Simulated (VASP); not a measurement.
# PbS (GeS type) (Pnma) in VASP: single point with PBEsol

Aim: the single point of PbS (GeS type) with PBEsol.

All numbers are computed with VASP 6.6.1; they aren't measurements. Logs are shortened: lines on timing, memory, paths and dates and some standing lists are left out, and cuts for length are marked.

**1. The cell of the first run**

The typed cell holds 8 atoms: a = 10.918 Å, b = 4.155 Å, c = 3.947 Å, α = 90.00°, β = 90.00°, γ = 90.00°.

**2. Single point, PBEsol**

INCAR reads:

```
SYSTEM = PbS
PREC = Accurate ; ENCUT = 520
EDIFF = 1E-6 ; ISMEAR = 0
SIGMA = 0.03 ; LREAL = .FALSE.
LASPH = .TRUE. ; NELM = 100
ALGO = Normal ; ISIF = 2
LWAVE = .FALSE. ; LCHARG = .FALSE.
GGA = PS ; NBANDS = 50
```

KPOINTS reads:

```
regular mesh
0
G
  4 10 10
  0 0 0
```

POSCAR reads:

```
PbS
1.0
   10.9181115004      0.0000000000      0.0000000000
    0.0000000000      4.1553906349      0.0000000000
    0.0000000000      0.0000000000      3.9468328449
Pb S
4 4
Direct
    0.1209615139      0.2500000000      0.0003888993
    0.8790384861      0.7500000000      0.9996111007
    0.3790384861      0.7500000000      0.5003888993
    0.6209615139      0.2500000000      0.4996111007
    0.8644396863      0.2500000000      0.4997914459
    0.1355603137      0.7500000000      0.5002085541
    0.6355603137      0.7500000000      0.9997914459
    0.3644396863      0.2500000000      0.0002085541
```

Potentials or basis: VASP PAW PBE potentials, release 64 (Pb_d, S).

Launch:

```bash
> cat potpaw_PBE.64/Pb_d/POTCAR potpaw_PBE.64/S/POTCAR > POTCAR
> mpirun -np 1 vasp_std > vasp.out
```

OUTCAR:

```text
SYSTEM = PbS
   PREC = Accurate
   ENCUT = 520
   EDIFF = 1E-6
   ISMEAR = 0
   LREAL = .FALSE.
   LASPH = .TRUE.
   NELM = 100
   ISIF = 2
   GGA = PS

 ion  position               nearest neighbor table
   1  0.121  0.250  0.000-   8 2.66   6 2.87   6 2.87   6 2.87   6 2.87   2 3.36   2 3.36   5 3.42
                             5 3.43   3 4.02   3 4.02   3 4.02   3 4.02
   2  0.879  0.750  1.000-   7 2.66   5 2.87   5 2.87   5 2.87   5 2.87   1 3.36   1 3.36   6 3.42
                             6 3.43   4 4.02   4 4.02   4 4.02   4 4.02
   3  0.379  0.750  0.500-   6 2.66   8 2.87   8 2.87   8 2.87   8 2.87   4 3.36   4 3.36   7 3.42
                             7 3.43   1 4.02   1 4.02   1 4.02   1 4.02
   4  0.621  0.250  0.500-   5 2.66   7 2.87   7 2.87   7 2.87   7 2.87   3 3.36   3 3.36   8 3.42
                             8 3.43   2 4.02   2 4.02   2 4.02   2 4.02
   5  0.864  0.250  0.500-   4 2.66   2 2.87   2 2.87   2 2.87   2 2.87   1 3.42   1 3.43
   6  0.136  0.750  0.500-   3 2.66   1 2.87   1 2.87   1 2.87   1 2.87   2 3.42   2 3.43
   7  0.636  0.750  1.000-   2 2.66   4 2.87   4 2.87   4 2.87   4 2.87   3 3.42   3 3.43
   8  0.364  0.250  0.000-   1 2.66   3 2.87   3 2.87   3 2.87   3 2.87   4 3.42   4 3.43

  LATTYP: Found a simple orthorhombic cell.
 ALAT       =     3.9468328449
 B/A-ratio  =     1.0528418097
 C/A-ratio  =     2.7662969093

  Lattice vectors:

 A1 = (   0.0000000000,   0.0000000000,  -3.9468328449)
 A2 = (   0.0000000000,   4.1553906349,   0.0000000000)
 A3 = (  10.9181115004,   0.0000000000,   0.0000000000)

Analysis of symmetry for initial positions (statically):
=====================================================================
 Subroutine PRICEL returns:
 Original cell was already a primitive cell.

 Routine SETGRP: Setting up the symmetry group for a
 simple orthorhombic supercell.

 Subroutine GETGRP returns: Found  8 space group operations
 (whereof  2 operations were pure point group operations)
 out of a pool of  8 trial point group operations.

The static configuration has the point symmetry S_2 .
 The point group associated with its full space group is D_2h.

Analysis of symmetry for dynamics (positions and initial velocities):
=====================================================================
 Subroutine PRICEL returns:
 Original cell was already a primitive cell.

 Routine SETGRP: Setting up the symmetry group for a
 simple orthorhombic supercell.

 Subroutine GETGRP returns: Found  8 space group operations
 (whereof  2 operations were pure point group operations)
 out of a pool of  8 trial point group operations.

The dynamic configuration has the point symmetry S_2 .
 The point group associated with its full space group is D_2h.

 Subroutine INISYM returns: Found  8 space group operations
 (whereof  2 operations are pure point group operations),
 and found     1 'primitive' translations

----------------------------------------------------------------------------------------

                                     Primitive cell

  volume of cell :     179.0639

  direct lattice vectors                    reciprocal lattice vectors
    10.918111500  0.000000000  0.000000000     0.091590931  0.000000000  0.000000000
     0.000000000  4.155390635  0.000000000     0.000000000  0.240651262  0.000000000
     0.000000000  0.000000000  3.946832845     0.000000000  0.000000000  0.253367710

  length of vectors
    10.918111500  4.155390635  3.946832845     0.091590931  0.240651262  0.253367710

  position of ions in fractional coordinates (direct lattice)
     0.120961514  0.250000000  0.000388899
     0.879038486  0.750000000  0.999611101
     0.379038486  0.750000000  0.500388899
     0.620961514  0.250000000  0.499611101
     0.864439686  0.250000000  0.499791446
     0.135560314  0.750000000  0.500208554
     0.635560314  0.750000000  0.999791446
     0.364439686  0.250000000  0.000208554

  ion indices of the primitive-cell ions
   primitive index   ion index
                 1           1
                 2           2
                 3           3
                 4           4
                 5           5
                 6           6
                 7           7
                 8           8

----------------------------------------------------------------------------------------

 KPOINTS: regular mesh

Automatic generation of k-mesh.
 Grid dimensions read from file:
 generate k-points for:    4   10   10

 Generating k-lattice:

  Cartesian coordinates                     Fractional coordinates (reciprocal lattice)
     0.022897733  0.000000000  0.000000000     0.250000000  0.000000000  0.000000000
     0.000000000  0.024065126  0.000000000     0.000000000  0.100000000  0.000000000
     0.000000000  0.000000000  0.025336771     0.000000000  0.000000000  0.100000000

  Length of vectors
     0.022897733  0.024065126  0.025336771

  Shift w.r.t. Gamma in fractional coordinates (k-lattice)
     0.000000000  0.000000000  0.000000000

 Subroutine IBZKPT returns following result:
 ===========================================

 Found    108 irreducible k-points:

 Following reciprocal coordinates:
            Coordinates               Weight
  0.000000  0.000000  0.000000      1.000000
  0.250000  0.000000  0.000000      2.000000
  0.500000  0.000000  0.000000      1.000000
  0.000000  0.100000  0.000000      2.000000
  0.250000  0.100000  0.000000      4.000000
  0.500000  0.100000  0.000000      2.000000
[... 16 lines left out ...]
  0.250000  0.100000  0.100000      8.000000
  0.500000  0.100000  0.100000      4.000000
 [... further k-points ...]
   k-points           NKPTS =    108   k-points in BZ     NKDIM =    108   number of bands    NBANDS=     50
   number of dos      NEDOS =    301   number of ions     NIONS =      8
   total plane-waves  NPLWV =  80640
   dimension x,y,z NGX =    84 NGY =   32 NGZ =   30
   dimension x,y,z NGXF=   168 NGYF=   64 NGZF=   60
   ions per type =               4   4
   NGX,Y,Z   is equivalent  to a cutoff of  12.79, 12.80, 12.64 a.u.
   NGXF,Y,Z  is equivalent  to a cutoff of  25.58, 25.60, 25.27 a.u.
 SYSTEM =  PbS
   PREC   = accura    normal or accurate (medium, high low for compatibility)
   ISTART =      0    job   : 0-new  1-cont  2-samecut
   ICHARG =      2    charge: 1-file 2-atom 10-const
   ISPIN  =      1    spin polarized calculation?
   LNONCOLLINEAR =      F non collinear calculations
   LSORBIT =      F    spin-orbit coupling
   LASPH  =      T    aspherical Exc in radial PAW
   ENCUT  =  520.0 eV  38.22 Ry    6.18 a.u.  20.30  7.73  7.34*2*pi/ulx,y,z
   NELM   =    100;   NELMIN=  2; NELMDL= -5     # of ELM steps
   EDIFF  = 0.1E-05   stopping-criterion for ELM
   LREAL  =      F    real-space projection
   EDIFFG = 0.1E-04   stopping-criterion for IOM
   NSW    =      0    number of steps for IOM
   IBRION =     -1    ionic relax: 0-MD 1-quasi-New 2-CG
   NFREE  =      0    steps in history (QN), initial steepest desc. (CG)
   ISIF   =      2    stress and relaxation
   ISYM   =      2    0-nonsym 1-usesym 2-fastsym
   POTIM  = 0.5000    time-step for ionic-motion
   TEBEG  =    0.0;   TEEND  =   0.0 temperature during run
   PSTRESS=    0.0 pullay stress
   NELECT =      80.0000    total number of electrons
   NUPDOWN=      -1.0000    fix difference up-down
   EMIN   =  10.00;   EMAX   =-10.00  energy-range for DOS
   EFERMI =   0.00;   METHOD = LEGACY
   ISMEAR =     0;   SIGMA  =   0.03  broadening in eV -4-tet -1-fermi 0-gaus
   EFERMI_NEDOS =   21; number of points for ismear=-14 and -15
   IALGO  =     38    algorithm
   IMIX   =      4    mixing-type and parameters
     AMIX     =   0.40;   BMIX     =  1.00
     AMIX_MAG =   1.60;   BMIX_MAG =  1.00
  volume/ion in A,a.u.               =      22.38       151.05
  Fermi-wavevector in a.u.,A,eV,Ry     =   1.251513  2.365017 21.310607  1.566285
  Thomas-Fermi vector in A             =   2.385457
   LORBIT       =      0    0 simple, 1 ext, 2 COOP (PROOUT), +10 PAW based schemes
   GGA     = PS    functional components
   LHFCALC =     F    Hartree Fock is set to
   AEXX    =    0.0000 exact exchange contribution
   IVDW    =     0    specifies the selected vdW correction
   LEPSILON=     F    determine dielectric tensor
   LRPA    =     F    only Hartree local field effects (RPA)
 non-spin polarized calculation
 Gauss-broadening in eV      SIGMA  =   0.03
  energy-cutoff  :      520.00
  volume of cell :      179.06
 maximum number of plane-waves:      4856
 NGX is ok and might be reduce to    84
   NGX = 41   NGY = 15   NGZ = 15

 number of electron      79.9999997 magnetization

 Free energy of the ion-electron system (eV)
  ---------------------------------------------------
  ext. energy  EPLUGINS =         0.00000000
  ---------------------------------------------------
  free energy    TOTEN  =       -37.15436280 eV

  energy without entropy =      -37.15436280  energy(sigma->0) =      -37.15436280

 E-fermi :   7.2028     XC(G=0): -10.6756

 val. band max:        7.0147958841   @ k =   0.5000   0.4000   0.0000
 cond. band min:       7.8458107359   @ k =   0.0000   0.0000   0.4000
 fundamental gap:      0.8310148518
 Fermi energy:         7.2028106816

 k-point     1 :       0.0000    0.0000    0.0000
  band No.  band energies     occupation
      1      -9.7158      2.00000
      2      -9.6476      2.00000
      3      -9.5699      2.00000
      4      -9.5321      2.00000
      5      -9.5276      2.00000
      6      -9.5135      2.00000
[... 42 lines left out ...]
     49      13.0182      0.00000
     50      13.0556      0.00000

 k-point     2 :       0.2500    0.0000    0.0000
  band No.  band energies     occupation
      1      -9.7068      2.00000
      2      -9.6584      2.00000
      3      -9.5631      2.00000
      4      -9.5364      2.00000
      5      -9.5357      2.00000
      6      -9.5238      2.00000
[... 42 lines left out ...]
     49      12.6694      0.00000
     50      13.2345      0.00000

 k-point     3 :       0.5000    0.0000    0.0000
  band No.  band energies     occupation
      1      -9.6836      2.00000
      2      -9.6836      2.00000
      3      -9.5451      2.00000
      4      -9.5451      2.00000
      5      -9.5404      2.00000
      6      -9.5404      2.00000
[... 42 lines left out ...]
     49      12.8404      0.00000
     50      12.8407      0.00000

 k-point     4 :       0.0000    0.1000    0.0000
  band No.  band energies     occupation
      1      -9.7036      2.00000
      2      -9.6425      2.00000
      3      -9.5668      2.00000
      4      -9.5364      2.00000
      5      -9.5320      2.00000
      6      -9.4999      2.00000
[... 999 lines left out ...]
 k-point    23 :       0.2500    0.1000    0.1000
  band No.  band energies     occupation
      1      -9.6863      2.00000
      2      -9.6422      2.00000
      3      -9.5604      2.00000
      4      -9.5411      2.00000
      5      -9.5277      2.00000
      6      -9.5134      2.00000
[... 42 lines left out ...]
     49      12.3272      0.00000
     50      12.8495      0.00000

 k-point    24 :       0.5000    0.1000    0.1000
  band No.  band energies     occupation
      1      -9.6651      2.00000
      2      -9.6651      2.00000
      3      -9.5491      2.00000
      4      -9.5491      2.00000
      5      -9.5272      2.00000
      6      -9.5272      2.00000
[... 42 lines left out ...]
     49      12.4800      0.00000
     50      12.4893      0.00000

 [... further k-points ...]
[... 5 lines left out ...]
  --------------------------------------------------------------------------------------
  -------------------------------------------------------------------------------------
  Total        7.5067788      7.5673277      7.5672280      0.0000000      0.0000000      0.0000000
  in kB       67.1670208     67.7087834     67.7078908      0.0000000      0.0000000      0.0000000
  external PRESSURE =      67.5278984 kB  Pullay stress =       0.0000000 kB

 VOLUME and BASIS-vectors are now :
 -----------------------------------------------------------------------------
  energy-cutoff  :      520.00
  volume of cell :      179.06
      direct lattice vectors                 reciprocal lattice vectors
    10.918111500  0.000000000  0.000000000     0.091590931  0.000000000  0.000000000
     0.000000000  4.155390635  0.000000000     0.000000000  0.240651262  0.000000000
     0.000000000  0.000000000  3.946832845     0.000000000  0.000000000  0.253367710

 POSITION                                       TOTAL-FORCE (eV/Angst)
 -----------------------------------------------------------------------------------
      1.32067      1.03885      0.00153         0.003115      0.000000     -0.000187
      9.59744      3.11654      3.94530        -0.003115      0.000000      0.000187
      4.13838      3.11654      1.97495        -0.003115     -0.000000     -0.000187
      6.77973      1.03885      1.97188         0.003115      0.000000      0.000187
      9.43805      1.03885      1.97259         0.002527     -0.000000      0.000073
      1.48006      3.11654      1.97424        -0.002527     -0.000000     -0.000073
      6.93912      3.11654      3.94601        -0.002527     -0.000000      0.000073
      3.97899      1.03885      0.00082         0.002527     -0.000000     -0.000073
 -----------------------------------------------------------------------------------
    total drift:                                0.000000     -0.000000     -0.000000

  FREE ENERGIE OF THE ION-ELECTRON SYSTEM (eV)
  ---------------------------------------------------
  free  energy   TOTEN  =       -37.1543627964 eV

  energy  without entropy=      -37.1543627964  energy(sigma->0) =      -37.15436280
```

Run time: 6.6 min. Hardware: 1 thread of AMD EPYC 9R45 (Zen 5), shared host; peak memory 0.72 GiB.

Results:

- Free energy: -37.1544 eV
- Pressure: 6.8 GPa
- Largest force: 0.003 eV/Å
- Band gap on the k mesh: 0.83 eV

Forces on the atoms (eV/Å):
```
Pb   0.003  0.000  0.000
Pb  -0.003  0.000  0.000
Pb  -0.003  0.000  0.000
Pb   0.003  0.000  0.000
S    0.003  0.000  0.000
S   -0.003  0.000  0.000
S   -0.003  0.000  0.000
S    0.003  0.000  0.000
```

Caveat: the cell stands under pressure; the PAW data sets were made with another functional, which shifts forces and pressure a little; spin-orbit coupling is left out, which moves the levels of the heavy elements. A k mesh can miss the band edges.
